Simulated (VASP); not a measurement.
# BN (F-43m) in VASP: a series of runs

BN is run at these levels: PBE, PBEsol+D4; tasks: relaxation of cell and atoms, single point.

Everything below comes from runs of VASP 6.6.1. Logs are shortened: lines on timing, memory, paths and dates and some standing lists are left out, and cuts for length are marked.

### 1 The cell of the first run

Symmetry: F-43m, No. 216, cubic system. Conventional cell: a = 3.626 Å, b = 3.626 Å, c = 3.626 Å, α = 90.00°, β = 90.00°, γ = 90.00°. N (site symmetry -43m) has 4 B at 1.57 Å within 2.1 Å. Within 2.1 Å of B (site symmetry -43m) lie 4 N at 1.57 Å.

### 2 Relaxation of cell and atoms, PBE

INCAR

```
PREC = Accurate
ENCUT = 600
EDIFF = 1E-7
ISMEAR = -1
SIGMA = 0.05
LREAL = False
LASPH = True
NELM = 100
ALGO = Normal
ISIF = 3
LWAVE = False
LCHARG = False
GGA = PE
IBRION = 2
NSW = 80
EDIFFG = -0.005
```

KPOINTS

```
Automatic mesh
0
Gamma
  13 13 13
```

POSCAR

```
BN
1.0
    0.0000000000      1.8130010000      1.8130010000
    1.8130010000      0.0000000000      1.8130010000
    1.8130010000      1.8130010000      0.0000000000
N B
1 1
Direct
    0.2500000000      0.2500000000      0.2500000000
    0.0000000000      0.0000000000      0.0000000000
```

Potentials or basis: VASP PAW PBE potentials, release 64 (N, B).

The run is started by

```
$ cat potpaw_PBE.64/N/POTCAR potpaw_PBE.64/B/POTCAR > POTCAR
$ mpirun -np 1 vasp_std > vasp.out
```

OUTCAR:

```text
PREC = Accurate
   ENCUT = 600
   EDIFF = 1E-7
   ISMEAR = -1
   LREAL = False
   LASPH = True
   NELM = 100
   ISIF = 3
   GGA = PE
   IBRION = 2
   NSW = 80
   EDIFFG = -0.005

 ion  position               nearest neighbor table
   1  0.250  0.250  0.250-   2 1.57   2 1.57   2 1.57   2 1.57
   2  0.000  0.000  0.000-   1 1.57   1 1.57   1 1.57   1 1.57

  LATTYP: Found a face centered cubic cell.
 ALAT       =     3.6260020000

  Lattice vectors:

 A1 = (   0.0000000000,   1.8130010000,   1.8130010000)
 A2 = (   1.8130010000,   0.0000000000,   1.8130010000)
 A3 = (   1.8130010000,   1.8130010000,   0.0000000000)

Analysis of symmetry for initial positions (statically):
=====================================================================
 Subroutine PRICEL returns:
 Original cell was already a primitive cell.

 Routine SETGRP: Setting up the symmetry group for a
 face centered cubic supercell.

 Subroutine GETGRP returns: Found 24 space group operations
 (whereof 24 operations were pure point group operations)
 out of a pool of 48 trial point group operations.

The static configuration has the point symmetry T_d .

Analysis of symmetry for dynamics (positions and initial velocities):
=====================================================================
 Subroutine PRICEL returns:
 Original cell was already a primitive cell.

 Routine SETGRP: Setting up the symmetry group for a
 face centered cubic supercell.

 Subroutine GETGRP returns: Found 24 space group operations
 (whereof 24 operations were pure point group operations)
 out of a pool of 48 trial point group operations.

The dynamic configuration has the point symmetry T_d .

 Subroutine INISYM returns: Found 24 space group operations
 (whereof 24 operations are pure point group operations),
 and found     1 'primitive' translations

----------------------------------------------------------------------------------------

                                     Primitive cell

  volume of cell :      11.9186

  direct lattice vectors                    reciprocal lattice vectors
     0.000000000  1.813001000  1.813001000    -0.275785838  0.275785838  0.275785838
     1.813001000  0.000000000  1.813001000     0.275785838 -0.275785838  0.275785838
     1.813001000  1.813001000  0.000000000     0.275785838  0.275785838 -0.275785838

  length of vectors
     2.563970603  2.563970603  2.563970603     0.477675083  0.477675083  0.477675083

  position of ions in fractional coordinates (direct lattice)
     0.250000000  0.250000000  0.250000000
     0.000000000  0.000000000  0.000000000

  ion indices of the primitive-cell ions
   primitive index   ion index
                 1           1
                 2           2

----------------------------------------------------------------------------------------

 KPOINTS: Automatic mesh

Automatic generation of k-mesh.
 Grid dimensions read from file:
 generate k-points for:   13   13   13

 Generating k-lattice:

  Cartesian coordinates                     Fractional coordinates (reciprocal lattice)
    -0.021214295  0.021214295  0.021214295     0.076923077  0.000000000  0.000000000
     0.021214295 -0.021214295  0.021214295     0.000000000  0.076923077  0.000000000
     0.021214295  0.021214295 -0.021214295     0.000000000  0.000000000  0.076923077

  Length of vectors
     0.036744237  0.036744237  0.036744237

  Shift w.r.t. Gamma in fractional coordinates (k-lattice)
     0.000000000  0.000000000  0.000000000

 Subroutine IBZKPT returns following result:
 ===========================================

 Found     84 irreducible k-points:

 Following reciprocal coordinates:
            Coordinates               Weight
  0.000000  0.000000  0.000000      1.000000
  0.076923  0.000000  0.000000      8.000000
  0.153846  0.000000  0.000000      8.000000
  0.230769  0.000000  0.000000      8.000000
  0.307692  0.000000  0.000000      8.000000
  0.384615  0.000000  0.000000      8.000000
[... 16 lines left out ...]
  0.384615  0.153846  0.000000     24.000000
  0.461538  0.153846  0.000000     24.000000
 [... further k-points ...]
   k-points           NKPTS =     84   k-points in BZ     NKDIM =     84   number of bands    NBANDS=      8
   number of dos      NEDOS =    301   number of ions     NIONS =      2
   total plane-waves  NPLWV =   8000
   dimension x,y,z NGX =    20 NGY =   20 NGZ =   20
   dimension x,y,z NGXF=    40 NGYF=   40 NGZF=   40
   ions per type =               1   1
   NGX,Y,Z   is equivalent  to a cutoff of  12.97, 12.97, 12.97 a.u.
   NGXF,Y,Z  is equivalent  to a cutoff of  25.94, 25.94, 25.94 a.u.
 SYSTEM =  unknown system
   PREC   = accura    normal or accurate (medium, high low for compatibility)
   ISTART =      0    job   : 0-new  1-cont  2-samecut
   ICHARG =      2    charge: 1-file 2-atom 10-const
   ISPIN  =      1    spin polarized calculation?
   LNONCOLLINEAR =      F non collinear calculations
   LSORBIT =      F    spin-orbit coupling
   LASPH  =      T    aspherical Exc in radial PAW
   ENCUT  =  600.0 eV  44.10 Ry    6.64 a.u.   5.12  5.12  5.12*2*pi/ulx,y,z
   NELM   =    100;   NELMIN=  2; NELMDL= -5     # of ELM steps
   EDIFF  = 0.1E-06   stopping-criterion for ELM
   LREAL  =      F    real-space projection
   EDIFFG = -.5E-02   stopping-criterion for IOM
   NSW    =     80    number of steps for IOM
   IBRION =      2    ionic relax: 0-MD 1-quasi-New 2-CG
   NFREE  =      1    steps in history (QN), initial steepest desc. (CG)
   ISIF   =      3    stress and relaxation
   ISYM   =      2    0-nonsym 1-usesym 2-fastsym
   POTIM  = 0.5000    time-step for ionic-motion
   TEBEG  =    0.0;   TEEND  =   0.0 temperature during run
   PSTRESS=    0.0 pullay stress
   NELECT =       8.0000    total number of electrons
   NUPDOWN=      -1.0000    fix difference up-down
   EMIN   =  10.00;   EMAX   =-10.00  energy-range for DOS
   EFERMI =   0.00;   METHOD = LEGACY
   ISMEAR =    -1;   SIGMA  =   0.05  broadening in eV -4-tet -1-fermi 0-gaus
   EFERMI_NEDOS =   21; number of points for ismear=-14 and -15
   IALGO  =     38    algorithm
   IMIX   =      4    mixing-type and parameters
     AMIX     =   0.40;   BMIX     =  1.00
     AMIX_MAG =   1.60;   BMIX_MAG =  1.00
  volume/ion in A,a.u.               =       5.96        40.22
  Fermi-wavevector in a.u.,A,eV,Ry     =   1.433387  2.708709 27.954506  2.054598
  Thomas-Fermi vector in A             =   2.552911
   LORBIT       =      0    0 simple, 1 ext, 2 COOP (PROOUT), +10 PAW based schemes
   GGA     = PE    functional components
   LHFCALC =     F    Hartree Fock is set to
   AEXX    =    0.0000 exact exchange contribution
   IVDW    =     0    specifies the selected vdW correction
   LEPSILON=     F    determine dielectric tensor
   LRPA    =     F    only Hartree local field effects (RPA)
 conjugate gradient relaxation of ions
 non-spin polarized calculation
  energy-cutoff  :      600.00
  volume of cell :       11.92
 maximum number of plane-waves:       411
   NGX = 11   NGY = 11   NGZ = 11

--------------------------------------- Ionic step        1  -------------------------------------------

 number of electron       7.9999999 magnetization

 Free energy of the ion-electron system (eV)
  ---------------------------------------------------
  ext. energy  EPLUGINS =         0.00000000
  ---------------------------------------------------
  free energy    TOTEN  =       -17.45461874 eV

  energy without entropy =      -17.45461874  energy(sigma->0) =      -17.45461874

------------------------ aborting loop because EDIFF is reached ----------------------------------------

  FORCE on cell =-STRESS in cart. coord.  units (eV):
  Direction    XX          YY          ZZ          XY          YZ          ZX
  --------------------------------------------------------------------------------------
  -------------------------------------------------------------------------------------
  Total       -0.0332523     -0.0332523     -0.0332523     -0.0000000      0.0000000     -0.0000000
  in kB       -4.4700063     -4.4700063     -4.4700063     -0.0000000      0.0000000     -0.0000000
  external PRESSURE =      -4.4700063 kB  Pullay stress =       0.0000000 kB
[... 57 lines left out ...]
  energy  without entropy=      -17.4546193452  energy(sigma->0) =      -17.45461935

--------------------------------------- Ionic step        3  -------------------------------------------

 number of electron       7.9999999 magnetization

 Free energy of the ion-electron system (eV)
  ---------------------------------------------------
  ext. energy  EPLUGINS =         0.00000000
  ---------------------------------------------------
  free energy    TOTEN  =       -17.45463919 eV

  energy without entropy =      -17.45463919  energy(sigma->0) =      -17.45463919

 E-fermi :   8.2774     XC(G=0): -12.7832

 val. band max:        7.3056577345   @ k =   0.0000   0.0000   0.0000
 cond. band min:      11.8304926119   @ k =   0.4615   0.4615   0.0000
 fundamental gap:      4.5248348774
 Fermi energy:         8.2774311857

 k-point     1 :       0.0000    0.0000    0.0000
  band No.  band energies     occupation
      1     -12.8357      2.00000
      2       7.3057      2.00000
      3       7.3057      2.00000
      4       7.3057      2.00000
      5      16.0878      0.00000
      6      16.0878      0.00000
      7      16.0878      0.00000
      8      17.5275      0.00000
[... 243 lines left out ...]
 k-point    24 :       0.4615    0.1538    0.0000
  band No.  band energies     occupation
      1      -8.8917      2.00000
      2      -1.9038      2.00000
      3       4.0619      2.00000
      4       4.4991      2.00000
      5      16.1635      0.00000
      6      19.3383      0.00000
      7      19.7648      0.00000
      8      21.8965      0.00000

 [... further k-points ...]

------------------------ aborting loop because EDIFF is reached ----------------------------------------

  FORCE on cell =-STRESS in cart. coord.  units (eV):
  Direction    XX          YY          ZZ          XY          YZ          ZX
  --------------------------------------------------------------------------------------
  -------------------------------------------------------------------------------------
  Total        0.0005598      0.0005598      0.0005598      0.0000000      0.0000000      0.0000000
  in kB        0.0753472      0.0753472      0.0753472      0.0000000      0.0000000      0.0000000
  external PRESSURE =       0.0753472 kB  Pullay stress =       0.0000000 kB
[... 17 lines left out ...]
  FREE ENERGIE OF THE ION-ELECTRON SYSTEM (eV)
  ---------------------------------------------------
  free  energy   TOTEN  =       -17.4546391857 eV

  energy  without entropy=      -17.4546391857  energy(sigma->0) =      -17.45463919

 reached required accuracy - stopping structural energy minimisation
```

It took 9.5 s on 1 thread of Intel Xeon 6975P-C, shared host; peak memory 0.12 GiB.

Results:

- Free energy: -17.4546 eV
- Relaxed volume: 5.95 Å³/atom
- Relaxed cell: a = 2.563 Å, b = 2.563 Å, c = 2.563 Å, α = 60.00°, β = 60.00°, γ = 60.00°
- Space group after relaxing (to 0.05 Å): F-43m (No. 216)
- Energy gained by relaxing: 0.0 meV/atom
- Ionic steps: 3
- Pressure after relaxing: 0.0 GPa
- Band gap on the k mesh: 4.52 eV, indirect (least direct gap 8.78 eV)

Final structure:
```cif
data_structure
_symmetry_space_group_name_H-M 'P 1'
_symmetry_Int_Tables_number 1
_cell_length_a 2.5629
_cell_length_b 2.5629
_cell_length_c 2.5629
_cell_angle_alpha 60.000
_cell_angle_beta 60.000
_cell_angle_gamma 60.000
_cell_volume 11.90
loop_
_atom_site_label
_atom_site_type_symbol
_atom_site_fract_x
_atom_site_fract_y
_atom_site_fract_z
_atom_site_occupancy
N1 N 0.25000 0.25000 0.25000 1
B1 B 0.00000 0.00000 0.00000 1
```

Levels at points of the mesh, in eV from the valence-band top:
```tsv
k point	band 2	band 3	band 4	band 5	band 6	band 7
(0.00, 0.00, 0.00)	0.00	0.00	0.00	8.78	8.78	8.78
```

A k mesh can miss the band edges.

### 3 Single point, PBE

INCAR

```
ALGO     = Normal         # electronic algorithm
EDIFF    = 1E-6           # SCF threshold, eV
ENCUT    = 600            # plane-wave cutoff, eV
GGA      = PE             # functional
GGA_COMPAT= F            
ISIF     = 2              # what is computed and relaxed
ISMEAR   = -1             # smearing method
LASPH    = T              # aspherical terms in the spheres
LCHARG   = F              # write CHGCAR
LREAL    = F              # projectors in reciprocal space
LWAVE    = F              # write WAVECAR
NBANDS   = 11             # bands
NELM     = 120            # most SCF steps
PREC     = Accurate       # precision mode
SIGMA    = 0.02           # smearing width, eV
```

KPOINTS

```
k-points
0
Gamma
  6 6 6
```

POSCAR is that of step 2.

Potentials or basis: VASP PAW PBE potentials, release 64 (N, B).

The run is started by

```
$ cat potpaw_PBE.64/N/POTCAR potpaw_PBE.64/B/POTCAR > POTCAR
$ mpirun -np 1 vasp_std > vasp.out
```

OUTCAR:

```text
EDIFF = 1E-6
   ENCUT = 600
   GGA = PE
   ISIF = 2
   ISMEAR = -1
   LASPH = T
   LREAL = F
   NELM = 120
   PREC = Accurate

 ion  position               nearest neighbor table
   1  0.250  0.250  0.250-   2 1.57   2 1.57   2 1.57   2 1.57
   2  0.000  0.000  0.000-   1 1.57   1 1.57   1 1.57   1 1.57

  LATTYP: Found a face centered cubic cell.
 ALAT       =     3.6260020000

  Lattice vectors:
[... 397 lines left out ...]
     10      33.0008      0.00000
     11      37.3405      0.00000

------------------------ aborting loop because EDIFF is reached ----------------------------------------

  FORCE on cell =-STRESS in cart. coord.  units (eV):
  Direction    XX          YY          ZZ          XY          YZ          ZX
  --------------------------------------------------------------------------------------
  -------------------------------------------------------------------------------------
  Total       -0.0297537     -0.0297537     -0.0297537     -0.0000000      0.0000000     -0.0000000
  in kB       -3.9997008     -3.9997008     -3.9997008     -0.0000000      0.0000000     -0.0000000
  external PRESSURE =      -3.9997008 kB  Pullay stress =       0.0000000 kB

 VOLUME and BASIS-vectors are now :
 -----------------------------------------------------------------------------
  energy-cutoff  :      600.00
  volume of cell :       11.92
      direct lattice vectors                 reciprocal lattice vectors
     0.000000000  1.813001000  1.813001000    -0.275785838  0.275785838  0.275785838
     1.813001000  0.000000000  1.813001000     0.275785838 -0.275785838  0.275785838
     1.813001000  1.813001000  0.000000000     0.275785838  0.275785838 -0.275785838

 POSITION                                       TOTAL-FORCE (eV/Angst)
 -----------------------------------------------------------------------------------
      0.90650      0.90650      0.90650         0.000000      0.000000      0.000000
      0.00000      0.00000      0.00000        -0.000000     -0.000000     -0.000000
 -----------------------------------------------------------------------------------
    total drift:                                0.000000      0.000000      0.000000

  FREE ENERGIE OF THE ION-ELECTRON SYSTEM (eV)
  ---------------------------------------------------
  free  energy   TOTEN  =       -17.4506542396 eV

  energy  without entropy=      -17.4506542396  energy(sigma->0) =      -17.45065424
```

stdout:

```text
POSCAR found type information on POSCAR N B
 POSCAR found :  2 types and       2 ions
 scaLAPACK will be used
 LDA part: xc-table for (Slater+PW92), standard interpolation
 POSCAR, INCAR and KPOINTS ok, starting setup
 FFT: planning ... GRIDC
 FFT: planning ... GRID_SOFT
 FFT: planning ... GRID
 WAVECAR not read
 entering main loop
```

Run time: 7.4 s. Hardware: 1 thread of Intel Xeon 8259CL, shared host; peak memory 0.12 GiB.

Results:

```yaml
Free_energy: -17.4507 eV
Pressure: -0.4 GPa
Band_gap_on_the_k_mesh: 4.45 eV, indirect (least direct gap 8.77 eV)
```

Caveat: the k points lie up to 0.50 Å⁻¹ apart. A k mesh can miss the band edges.

### 4 Single point, PBEsol+D4

This run uses another cell than the first one: it holds 8 atoms, not 2.

INCAR

```
  PREC = Accurate
  ENCUT = 520
  EDIFF = 1E-6
  ISMEAR = -5
  SIGMA = 0.1
  LREAL = False
  LASPH = True
  NELM = 60
  ALGO = Normal
  ISIF = 2
  LWAVE = False
  LCHARG = False
  GGA = PS
  IVDW = 13
  NBANDS = 26
```

KPOINTS

```
regular mesh
0
Gamma
  7 7 7
```

POSCAR

```
BN
1.0
    3.6260020000      0.0000000000      0.0000000000
    0.0000000000      3.6260020000      0.0000000000
    0.0000000000      0.0000000000      3.6260020000
N B
4 4
Direct
    0.2500000000      0.2500000000      0.7500000000
    0.2500000000      0.7500000000      0.2500000000
    0.7500000000      0.7500000000      0.7500000000
    0.7500000000      0.2500000000      0.2500000000
    0.0000000000      0.0000000000      0.0000000000
    0.0000000000      0.5000000000      0.5000000000
    0.5000000000      0.0000000000      0.5000000000
    0.5000000000      0.5000000000      0.0000000000
```

The run is started by

```
$ cat potpaw_PBE.64/N/POTCAR potpaw_PBE.64/B/POTCAR > POTCAR
$ mpirun -np 1 vasp_std > vasp.out
```

Run time: 42 s. Hardware: 1 thread of Intel Xeon 8259CL, shared host; peak memory 0.16 GiB.

Results (log left out):

```yaml
Free_energy: -74.4315 eV
Pressure: -8.9 GPa
Band_gap_on_the_k_mesh: 4.27 eV
Dispersion_energy_per_atom: -0.132 eV
```

Levels at points of the mesh, in eV from the valence-band top:
| k point | band 13 | band 14 | band 15 | band 16 | band 17 | band 18 | band 19 | band 20 |
| --- | --- | --- | --- | --- | --- | --- | --- | --- |
| (0.00, 0.00, 0.00) | -4.89 | 0.00 | 0.00 | 0.00 | 4.27 | 4.27 | 4.27 | 8.72 |

Caveat: the PAW data sets were made with another functional, which shifts forces and pressure a little.

### 5 The runs side by side

```tsv
task	level	cell	k mesh	cutoff (eV)	smearing	gap on the mesh (eV)	pressure (GPa)
relaxation of cell and atoms	PBE	relaxed from a = 2.564 Å, angles 60.0°, 2 atoms	13 × 13 × 13	600	fermi-dirac 0.05 eV	4.52	0.0
single point	PBE	a = 2.564 Å, angles 60.0°, 2 atoms	6 × 6 × 6	600	fermi-dirac 0.02 eV	4.45	-0.4
single point	PBEsol+D4	a = 3.626 Å, 8 atoms	7 × 7 × 7	520	tetrahedron	4.27	-8.9
```

Alike in all rows: potentials or basis VASP PAW PBE potentials, release 64 (N, B); no spin polarisation.

Caveats: some runs use coarse meshes; the PAW data sets were made with another functional, which shifts forces and pressure a little (some runs).

Absolute energies hang on the potentials; compare differences alone.
